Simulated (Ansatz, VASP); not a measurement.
# One calculation of HgTe, two programs

INCAR

```
PREC = Accurate
ENCUT = 520
EDIFF = 1E-6
ISMEAR = 0
SIGMA = 0.15
LREAL = F
LASPH = T
NELM = 60
ALGO = Normal
ISIF = 2
LWAVE = F
LCHARG = T
GGA = PS
LELF = T
LVHAR = T
NBANDS = 16
```

KPOINTS

```
regular mesh
0
Gamma
  18 18 18
```

File POSCAR:

```
HgTe
1.0
   -3.1314394304      3.1314394304      1.4750911807
    3.1314394304     -3.1314394304      1.4750911807
    3.1314394304      3.1314394304     -1.4750911807
Hg Te
1 1
Direct
    0.2500000000      0.7500000000      0.5000000000
    0.0000000000      0.0000000000      0.0000000000
```

Input for Ansatz:

```yaml
crystal:
  lattice:
    - [-3.1314394304, 3.1314394304, 1.4750911807]
    - [3.1314394304, -3.1314394304, 1.4750911807]
    - [3.1314394304, 3.1314394304, -1.4750911807]
  atoms:
    - { symbol: Hg, position: [0.25, 0.75, 0.5] }
    - { symbol: Te, position: [0.0, 0.0, 0.0] }
basis:
  ecutwfc: 420
kpoints:
  mp_grid: { grid: [18, 18, 18] }
hamiltonian:
  xc: pbesol
scf:
  occupations: { method: gaussian, width: 0.15 }
output:
  forces: true
  stress: true
  eigenvalues: true
```

Alike in both runs: task single point; functional PBEsol; k mesh 18 × 18 × 18; occupations gaussian, width 0.15 eV; no spin polarisation.

|  | VASP | Ansatz |
| --- | --- | --- |
| version | VASP 6.6.1 | Ansatz 0.2.0 |
| potentials or method | VASP PAW PBE potentials, release 64 (Hg, Te), cutoff 520 eV | scalar-relativistic, plane waves, PAW |
| valence electrons in the cell | 18 | 36 |

|  | VASP | Ansatz | Ansatz less VASP |
| --- | --- | --- | --- |
| gap on the k mesh at the Fermi level (eV) | none | none | - |
| pressure (GPa) | -2.0 | -2.1 | -0.13 |
| traceless stress, the component that is largest in VASP (GPa) | 4.73 | 4.66 | -0.073 |

VASP's potentials were made for PBE, not for PBEsol. A gap of «none» marks a metal or a gap that the smearing closes. With one functional, cell and mesh, what is left measures potentials, basis and numerics. VASP's potentials hold 18 valence electrons a cell and Ansatz's 36, so a difference there can come from the potentials and not from the codes.

Neither program's run includes spin-orbit coupling.
